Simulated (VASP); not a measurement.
## Hg: single point with PBE+D3(BJ)

Hg:

```
Hg
1.0
     3.23421    0.00000    0.00000
    -1.61711    2.80091    0.00000
     0.00000    0.00000   10.26059
Hg
4
Direct
  0.00000 0.00000 0.00000
  0.33333 0.66667 0.25000
  0.00000 0.00000 0.50000
  0.66667 0.33333 0.75000
```

- Program: VASP 6.6.1
- Task: single point
- Functional: PBE
- Dispersion: D3(BJ)
- Potentials or basis: VASP PAW PBE potentials, release 64 (Hg_sv_GW)
- Cutoff: 550 eV
- k mesh: 15 × 15 × 4
- Occupations: gaussian, width 0.1 eV
- Spin: no spin polarisation

```yaml
Pressure: 2.1 GPa
Band_gap_on_the_k_mesh: zero (bands 40 and 41 overlap by 1.44 eV)
Dispersion_energy_per_atom: -0.450 eV
```

Stress tensor (GPa, compression positive):
```
2.06 0.00 0.00
0.00 2.06 0.00
0.00 0.00 2.20
```

Levels at points of the mesh, in eV from the Fermi level:
```csv
k point,band 37,band 38,band 39,band 40,band 41,band 42,band 43,band 44
"(0.00, 0.00, 0.00)",-6.01,-5.73,-5.73,-1.39,-1.11,7.31,7.33,12.20
"(0.00, 0.00, 0.50)",-5.85,-5.85,-4.42,-4.42,2.73,2.73,12.01,12.01
```

Run time: 5.3 min on 1 thread of AMD EPYC 7R13 Processor (Zen 3), with other jobs on the host, peak memory 0.44 GiB.

Caveat: spin-orbit coupling is left out, which moves the levels of the heavy elements.
